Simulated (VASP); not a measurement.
Write the native input for VASP 6.6.1 that does the following.

```
Task                   : single point
Functional             : PBE
Potentials or basis    : VASP PAW PBE potentials, release 64 (Si, C)
Cutoff                 : 520 eV
k mesh                 : 18 × 18 × 4
Occupations            : gaussian, width 0.1 eV
Spin                   : no spin polarisation
Dipole correction      : no
Further INCAR settings : ALGO = Normal; EDIFF = 1e-07; NBANDS = 31
```

The structure of Si2C3 lies in POSCAR:

```
Si2C3
1.0
    2.7673238609      0.0000000000      0.0000000000
   -1.3836619305      2.3965727640      0.0000000000
    0.0000000000      0.0000000000     13.9332040351
Si C
4 6
Direct
    0.6666666667      0.3333333333      0.8171461501
    0.6666666667      0.3333333333      0.0000000000
    0.6666666667      0.3333333333      0.1828538499
    0.3333333333      0.6666666667      0.5000000000
    0.6666666667      0.3333333333      0.3234933742
    0.6666666667      0.3333333333      0.6765066258
    0.3333333333      0.6666666667      0.6429829274
    0.3333333333      0.6666666667      0.8763948112
    0.3333333333      0.6666666667      0.1236051888
    0.3333333333      0.6666666667      0.3570170726
```

These files were run (other wordings do the same):

INCAR

```
ALGO = Normal ; EDIFF = 1E-7
ENCUT = 520 ; GGA = PE
ISIF = 2 ; ISMEAR = 0
LASPH = T ; LCHARG = F
LREAL = F ; LWAVE = F
NBANDS = 31 ; NELM = 60
PREC = Accurate ; SIGMA = 0.1
```

KPOINTS

```
k-points
0
Gamma
  18 18 4
```

Potentials or basis: VASP PAW PBE potentials, release 64 (Si, C).

The run is started by

```sh
$ cat potpaw_PBE.64/Si/POTCAR potpaw_PBE.64/C/POTCAR > POTCAR
$ mpirun -np 1 vasp_std > vasp.out
```

It gave:

```json
{
  "Pressure": "0.0 GPa",
  "Largest force": "0.016 eV/Å",
  "Band gap on the k mesh": "zero (bands 20 and 21 overlap by 4.15 eV)"
}
```

Wall time 5.3 min on 1 thread of Intel(R) Xeon(R) Platinum 8375C CPU @ 2.90GHz (Ice Lake) (shared host), peak memory 0.37 GiB.
